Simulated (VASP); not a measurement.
**PbS: single point with PBE**

Crystal: PbS.

```
Pb S
1.0
     0.00000    2.96575    2.96575
     2.96575    0.00000    2.96575
     2.96575    2.96575    0.00000
Pb S
1 1
Direct
  0.99762 0.99027 0.00214
  0.49890 0.48865 0.50408
```

```yaml
Program: VASP 6.6.1
Task: single point
Functional: PBE
Potentials_or_basis: VASP PAW PBE potentials, release 64 (Pb_d, S)
Cutoff: 520 eV
k_mesh: 5 × 5 × 5
Occupations: gaussian, width 0.01 eV
Spin: no spin polarisation
Dipole_correction: no
Further_INCAR_settings: ALGO = Normal; EDIFF = 1e-06; NBANDS = 17
```

```
Pressure               : 1.9 GPa
Largest force          : 0.005 eV/Å
Band gap on the k mesh : 1.30 eV
```

Forces in eV/Å, atoms in the order of the input:
```
Pb   0.000  0.004  0.000
S    0.000 -0.004  0.000
```

Levels at points of the mesh, in eV from the valence-band top:
```
           k point  band 7  band 8  band 9  band 10  band 11  band 12  band 13  band 14
(0.00, 0.00, 0.00)   -5.64   -1.77   -1.77    -1.77     5.62     5.62     5.62     7.13
```

Run time: 50 s on 1 thread of AMD EPYC 7R13 Processor (Zen 3), on a shared host, peak memory 0.17 GiB.

Caveat: spin-orbit coupling is left out, which moves the levels of the heavy elements. A k mesh can miss the band edges.
